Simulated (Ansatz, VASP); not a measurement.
# One calculation of InBAs2, two programs

```xyz
4
Lattice="3.8316 0.0000 0.0000 0.0000 3.8316 0.0000 0.0000 0.0000 5.8727" Properties=species:S:1:pos:R:3 pbc="T T T"
B     0.0000    0.0000    0.0000
As    0.0000    1.9158    1.1415
As    1.9158    0.0000    4.7312
In    1.9158    1.9158    2.9364
```

Alike in both runs: task single point; functional r2SCAN; k mesh 6 × 6 × 4; occupations fermi-dirac, width 0.02 eV; no spin polarisation.

|  | VASP | Ansatz |
| --- | --- | --- |
| version | VASP 6.6.1 | Ansatz 0.2.0 |
| potentials or method | VASP PAW PBE potentials, release 64 (B, As, In_d) | plane waves, PAW |
| plane-wave cutoff (eV) | 520 | 500 |
| valence electrons in the cell | 26 | 46 |

```csv
,VASP,Ansatz,Ansatz less VASP
pressure (GPa),-4.2,-4.2,-0.02
rms of the force components (eV/Å),0.039,0.037,-0.0020
```

VASP's potentials were made for PBE, not for r2SCAN. The functional is the same, so the differences come from potentials, cutoffs and numerics. VASP's potentials hold 26 valence electrons a cell and Ansatz's 46, so a difference there can come from the potentials and not from the codes.
